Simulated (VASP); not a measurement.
A run of VASP 6.6.1:

File INCAR:

```
SYSTEM = Ti3C2
ALGO = Normal ; EDIFF = 1E-6
ENCUT = 520 ; GGA = PS
ISIF = 2 ; ISMEAR = 0
LASPH = .True. ; LCHARG = .True.
LELF = .True. ; LREAL = .False.
LVHAR = .True. ; LWAVE = .False.
NBANDS = 55 ; NELM = 60
PREC = Accurate ; SIGMA = 0.1
```

File KPOINTS:

```
k-points
0
Gamma
  12 12 4
  0 0 0
```

The input POSCAR:

```
Ti3C2
1.0
    3.0421547570      0.0000000000      0.0000000000
   -1.5210773785      2.6345833018      0.0000000000
    0.0000000000      0.0000000000     14.9846661229
Ti C
6 4
Direct
    0.3333333333      0.6666666667      0.8437902012
    0.6666666667      0.3333333333      0.3437902012
    0.6666666667      0.3333333333      0.1562097988
    0.3333333333      0.6666666667      0.6562097988
    0.0000000000      0.0000000000      0.0000000000
    0.0000000000      0.0000000000      0.5000000000
    0.6666666667      0.3333333333      0.9143920740
    0.3333333333      0.6666666667      0.4143920740
    0.6666666667      0.3333333333      0.5856079260
    0.3333333333      0.6666666667      0.0856079260
```

Potentials or basis: VASP PAW PBE potentials, release 64 (Ti_sv, C).

Run with:

```sh
$ cat potpaw_PBE.64/Ti_sv/POTCAR potpaw_PBE.64/C/POTCAR > POTCAR
$ mpirun -np 1 vasp_std > vasp.out
```

Hardware: 1 thread of AMD EPYC 7R13, with other jobs on the host.

Question: How long does it take, and how much memory?

Answer: Wall time 11 min on 1 thread of AMD EPYC 7R13, with other jobs on the host, peak memory 0.38 GiB. Counts: scf iterations 16, k points 57.
